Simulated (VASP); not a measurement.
Set up this calculation in VASP 6.6.1, as the native input.

```yaml
Task: single point
Functional: LDA
Potentials_or_basis: VASP PAW LDA potentials, release 64 (Ir)
Cutoff: 520 eV
k_mesh: 24 × 24 × 24
Occupations: gaussian, width 0.15 eV
Spin: no spin polarisation
Dipole_correction: no
Further_INCAR_settings: ALGO = Fast; EDIFF = 1e-07; NBANDS = 10
```

The structure of Ir lies in POSCAR:

```
Ir
1.0
    0.0000000000      1.7103443674      2.4184269355
    1.7103443674      0.0000000000      2.4184269355
    1.7103443674      1.7103443674      0.0000000000
Ir
1
Direct
    0.0000000000      0.0000000000      0.0000000000
```

This cell differs from its parent crystal: ratio of the length along z to the lengths across it x 1.414, volume and fractional coordinates fixed.

One way to write it, as run:

INCAR

```
PREC = Accurate
ENCUT = 520
EDIFF = 1E-7
ISMEAR = 0
SIGMA = 0.15
LREAL = False
LASPH = True
NELM = 60
ALGO = Fast
ISIF = 2
LWAVE = False
LCHARG = False
NBANDS = 10
```

KPOINTS

```
Automatic mesh
0
Gamma
  24 24 24
```

Potentials or basis: VASP PAW LDA potentials, release 64 (Ir).

Launch:

```bash
$ cat potpaw_LDA.64/Ir/POTCAR > POTCAR
$ mpirun -np 1 vasp_std > vasp.out
```

Results of the run:

The pressure is 27.4 GPa.

Run time: 2.1 min on 1 thread of Intel(R) Xeon(R) Platinum 8488C (Sapphire Rapids) (shared host), peak memory 0.27 GiB.
